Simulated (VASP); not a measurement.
Input of a VASP 6.6.1 run:

INCAR

```
PREC     = Accurate       # precision mode
ENCUT    = 500            # plane-wave cutoff, eV
EDIFF    = 1E-7           # SCF threshold, eV
ISMEAR   = 0              # smearing method
SIGMA    = 0.1            # smearing width, eV
LREAL    = False          # projectors in reciprocal space
LASPH    = True           # aspherical terms in the spheres
NELM     = 200            # most SCF steps
ALGO     = Normal         # electronic algorithm
ISIF     = 3              # what is computed and relaxed
LWAVE    = False          # write WAVECAR
LCHARG   = False          # write CHGCAR
ISPIN    = 2              # spin polarisation
MAGMOM   = -0.02 0 0.15 0.15 1.45 # initial moments
LORBIT   = 11             # projections on sites
LMAXMIX  = 6              # l up to which the mixer works
GGA      = PE             # functional
IBRION   = 2              # ionic algorithm
NSW      = 90             # ionic steps
EDIFFG   = -0.04          # ionic threshold
GGA_COMPAT= False        
NELMIN   = 4
```

KPOINTS

```
regular mesh
0
Gamma
  4 4 2
```

File POSCAR:

```
SmNbS3
1.0
    3.7895070600      0.0000000000      0.0000000000
    0.0000000000      3.7895070600      0.0000000000
    0.0000000000      0.0000000000      7.6378534500
Sm Nb S
1 1 3
Direct
    0.5000000000      0.5000000000      0.5000000000
    0.0000000000      0.0000000000      0.5000000000
    0.0000000000      0.0000000000      0.7484778100
    0.0000000000      0.0000000000      0.2515221900
    0.5000000000      0.5000000000      0.0000000000
```

Potentials or basis: VASP PAW PBE potentials, release 64 (Sm_3, Nb_sv, S), 4f in core.

Run with:

```console
$ cat potpaw_PBE.64/Sm_3/POTCAR potpaw_PBE.64/Nb_sv/POTCAR potpaw_PBE.64/S/POTCAR > POTCAR
$ mpirun -np 1 vasp_std > vasp.out
```

Problem. Estimate the relaxed volume.

Solution. 24.92 Å³/atom.

Problem. Predict the band gap on the k mesh.

Solution. Zero (filled and empty bands overlap).

Problem. Estimate the space group after relaxing (to 0.1 Å).

Solution. P4/mmm (No. 123).

Forces in eV/Å, atoms in the order of the input:
```
Sm   0.000  0.000  0.000
Nb   0.000  0.000  0.000
S    0.000  0.000 -0.003
S    0.000  0.000  0.003
S    0.000  0.000  0.000
```

Caveat: the k points lie up to 0.47 Å⁻¹ apart in the final cell, too coarse for converged energies and pressures of a metal; the magnetic or orbital state may not be the lowest; the electronic state changed during the relaxation; spin-orbit coupling is left out, which moves the levels of the heavy elements; the 4f electrons are frozen in the core, so they carry no moment and show no levels. With open d or f shells a metallic result of PBE can be an artefact of self-interaction; +U or a hybrid may open a gap.
